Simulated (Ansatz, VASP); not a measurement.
GaN in VASP and in Ansatz

```xyz
2
Lattice="0.0000 2.2544 2.2544 2.2544 0.0000 2.2544 2.2544 2.2544 0.0000" Properties=species:S:1:pos:R:3 pbc="T T T"
Ga    0.0000    0.0000    0.0000
N     3.3817    3.3817    3.3817
```

Alike in both runs: task relaxation of cell and atoms; functional r2SCAN; k mesh 10 × 10 × 10; occupations gaussian, width 0.02 eV; no spin polarisation.

|  | VASP | Ansatz |
| --- | --- | --- |
| version | VASP 6.6.1 | Ansatz 0.2.0 |
| potentials or method | VASP PAW PBE potentials, release 64 (Ga_d, N), cutoff 600 eV | scalar-relativistic, plane waves, PAW |
| valence electrons in the cell | 18 | 18 |

Ansatz gave:

| Property | Result |
| --- | --- |
| gap on the k mesh at the Fermi level, each at its own relaxed structure (eV) | 2.17 |
| relaxed volume (Å³/atom) | 11.37 |
| relaxed cell length with the largest relative difference (Å) | 3.180 |

Which values does VASP return?

gap on the k mesh at the Fermi level, each at its own relaxed structure (eV): 2.12; relaxed volume (Å³/atom): 11.44; relaxed cell length with the largest relative difference (Å): 3.186.

VASP's potentials were made for PBE, not for r2SCAN.
